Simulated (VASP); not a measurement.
Input of a VASP 6.6.1 run:

File INCAR:

```
SYSTEM = MgS
PREC = Accurate ; ENCUT = 520
EDIFF = 1E-6 ; ISMEAR = 0
SIGMA = 0.01 ; LREAL = .False.
LASPH = .True. ; NELM = 80
ALGO = Normal ; ISIF = 2
LWAVE = .False. ; LCHARG = .True.
GGA = PS ; LELF = .True.
LVHAR = .True. ; NBANDS = 11
```

The input KPOINTS:

```
regular mesh
0
Gamma
  8 8 8
  0 0 0
```

File POSCAR:

```
MgS
1.0
    2.6168706310      2.6168706310      0.0000000000
   -2.6168706310      2.6168706310      0.0000000000
    0.0000000000      2.6168706310      2.5754152547
Mg S
1 1
Direct
    0.0000000000      0.0000000000      0.0000000000
    0.5000000000      0.5000000000      0.0000000000
```

Potentials or basis: VASP PAW PBE potentials, release 64 (Mg, S).

Command:

```console
$ cat potpaw_PBE.64/Mg/POTCAR potpaw_PBE.64/S/POTCAR > POTCAR
$ mpirun -np 1 vasp_std > vasp.out
```

(1) Estimate the band gap on the k mesh.

(2) Estimate the pressure.

## Answers

(1) 2.63 eV, indirect (least direct gap 3.56 eV).

(2) -1.2 GPa.

Caveat: the cell differs from its parent crystal (in-plane strain +0.01); the PAW data sets were made with another functional, which shifts forces and pressure a little.
